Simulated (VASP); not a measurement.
## Rh: single point with r2SCAN

Crystal: Rh.

```
CELL_PARAMETERS angstrom
0.00000 1.94065 1.94065
1.94065 0.00000 1.94065
1.94065 1.94065 0.00000
ATOMIC_POSITIONS crystal
Rh 0.00000 0.00000 0.00000
```

```
Program             : VASP 6.6.1
Task                : single point
Functional          : r2SCAN
Potentials or basis : VASP PAW PBE potentials, release 64 (Rh_pv)
Cutoff              : 520 eV
k mesh              : 15 × 15 × 15
Occupations         : fermi-dirac, width 0.1 eV
Spin                : no spin polarisation
```

```json
{
  "Pressure": "-14.0 GPa"
}
```

Levels at points of the mesh, in eV from the Fermi level:
```tsv
k point	band 3	band 4	band 5	band 6	band 7	band 8	band 9	band 10	band 11	band 12
(0.00, 0.00, 0.00)	-47.67	-7.71	-2.87	-2.87	-2.87	-0.97	-0.97	16.75	17.48	22.14
```

Run time: 2.4 min on 1 thread of AMD EPYC 7R13, on a shared host, peak memory 0.11 GiB.

Caveat: the PAW data sets were made with another functional, which shifts forces and pressure a little.
